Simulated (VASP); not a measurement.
**Pb: relaxation of cell and atoms with PBEsol**

Pb:

```xyz
2
Lattice="0.0000 3.4390 3.4390 3.4390 0.0000 3.4390 3.4390 3.4390 0.0000" Properties=species:S:1:pos:R:3 pbc="T T T"
Pb    1.7195    1.7195    1.7195
Pb    0.0000    0.0000    0.0000
```

This isn't the form of Pb at room conditions, which is fcc.

| Quantity | Value |
| --- | --- |
| Program | VASP 6.6.1 |
| Task | relaxation of cell and atoms |
| Functional | PBEsol |
| Potentials or basis | VASP PAW PBE potentials, release 64 (Pb_d) |
| Cutoff | 600 eV |
| k mesh | 7 × 7 × 7 |
| Occupations | fermi-dirac, width 0.05 eV |
| Spin | no spin polarisation |
| Target pressure | 2 GPa |
| Dipole correction | no |
| Further INCAR settings | ALGO = Normal; EDIFF = 1e-06; IBRION = 2; EDIFFG = -0.01; NSW = 60; ISIF = 3 |

```
Relaxed volume                                             : 38.95 Å³/atom
Relaxed cell                                               : a = 4.794 Å, b = 4.794 Å, c = 4.794 Å, α = 60.00°, β = 60.00°, γ = 60.00°
Space group after relaxing (to 0.1 Å)                      : Fd-3m (No. 227)
Energy change on relaxing (the run minimises the enthalpy) : +12.8 meV/atom
Ionic steps                                                : 3
Pressure after relaxing                                    : 2.0 GPa
Band gap on the k mesh                                     : zero (bands 14 and 15 overlap by 1.18 eV)
```

Step by step:
| step | energy change (eV) | largest force (eV/Å) | pressure (GPa) | volume (Å³) |
| --- | --- | --- | --- | --- |
| 1 | 0.0000 | 0.0000 | 0.44 | 81.34 |
| 2 | 0.0417 | 0.0000 | 2.59 | 76.78 |
| 3 | 0.0256 | 0.0000 | 1.99 | 77.90 |

Final structure:
```xyz
2
Lattice="0.0000 3.3898 3.3898 3.3898 0.0000 3.3898 3.3898 3.3898 0.0000" Properties=species:S:1:pos:R:3 pbc="T T T"
Pb    1.6949    1.6949    1.6949
Pb    0.0000    0.0000    0.0000
```

Levels at points of the mesh, in eV from the Fermi level:
```
           k point  band 11  band 12  band 13  band 14  band 15  band 16  band 17  band 18
(0.00, 0.00, 0.00)   -11.42    -3.70     0.42     0.42     0.42     2.44     2.44     2.44
```

It took 2.4 min on 1 thread of Intel Xeon 8259CL, with other jobs on the host, peak memory 0.25 GiB.

Caveat: the cell is relaxed towards a set pressure, so the run minimises the enthalpy, not the energy; the PAW data sets were made with another functional, which shifts forces and pressure a little; spin-orbit coupling is left out, which moves the levels of the heavy elements.
